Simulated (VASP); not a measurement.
Here is a VASP 6.6.1 calculation.

The input INCAR:

```
ALGO = Fast
EDIFF = 1E-6
EDIFFG = -0.01
ENCUT = 600
GGA = PE
IBRION = 2
ISIF = 3
ISMEAR = -1
LASPH = T
LCHARG = F
LREAL = F
LWAVE = F
NELM = 100
NSW = 60
PREC = Accurate
SIGMA = 0.05
```

File KPOINTS:

```
k-points
0
Gamma
  6 6 6
```

Contents of POSCAR:

```
In3As
1.0
    4.6716810000      0.0000000000      0.0000000000
    0.0000000000      4.6716810000      0.0000000000
    0.0000000000      0.0000000000      4.6716810000
In As
3 1
Direct
    0.5000000000      0.5000000000      0.0000000000
    0.5000000000      0.0000000000      0.5000000000
    0.0000000000      0.5000000000      0.5000000000
    0.0000000000      0.0000000000      0.0000000000
```

Potentials or basis: VASP PAW PBE potentials, release 64 (In_d, As).

Command:

```bash
$ cat potpaw_PBE.64/In_d/POTCAR potpaw_PBE.64/As/POTCAR > POTCAR
$ mpirun -np 1 vasp_std > vasp.out
```

(1) Estimate the relaxed cell.

(2) Estimate the space group after relaxing (to 0.1 Å).

Answers

(1) a = 4.695 Å, b = 4.695 Å, c = 4.695 Å, α = 90.00°, β = 90.00°, γ = 90.00°.

(2) Pm-3m (No. 221).
